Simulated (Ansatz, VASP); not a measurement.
# Ca2C in VASP and in Ansatz

```
CELL_PARAMETERS angstrom
0.00000 3.12858 3.12858
3.12858 0.00000 3.12858
3.12858 3.12858 0.00000
ATOMIC_POSITIONS crystal
C 0.00000 0.00000 0.00000
Ca 0.25000 0.25000 0.25000
Ca 0.75000 0.75000 0.75000
```

Alike in both runs: task single point; functional PBE-based screened hybrid; k mesh 4 × 4 × 4; no spin polarisation.

|  | VASP | Ansatz |
| --- | --- | --- |
| version | VASP 6.6.1 | Ansatz 0.2.0 |
| potentials or method | VASP PAW PBE potentials, release 64 (C, Ca_sv) | plane waves |
| plane-wave cutoff (eV) | 520 | 420 |
| occupations | gaussian, width 0.01 eV | fixed |
| valence electrons in the cell | 24 | 24 |

```tsv
	VASP	Ansatz	Ansatz less VASP
gap on the k mesh at the Fermi level (eV)	0.76	0.76	+0.007
pressure (GPa)	0.6	0.4	-0.24
```

VASP's potentials were made for PBE, not for PBE-based screened hybrid. Ansatz's warnings: stress exchange threshold loose, stress scf threshold loose.

The k mesh is coarse, so the values compare programs but aren't converged.
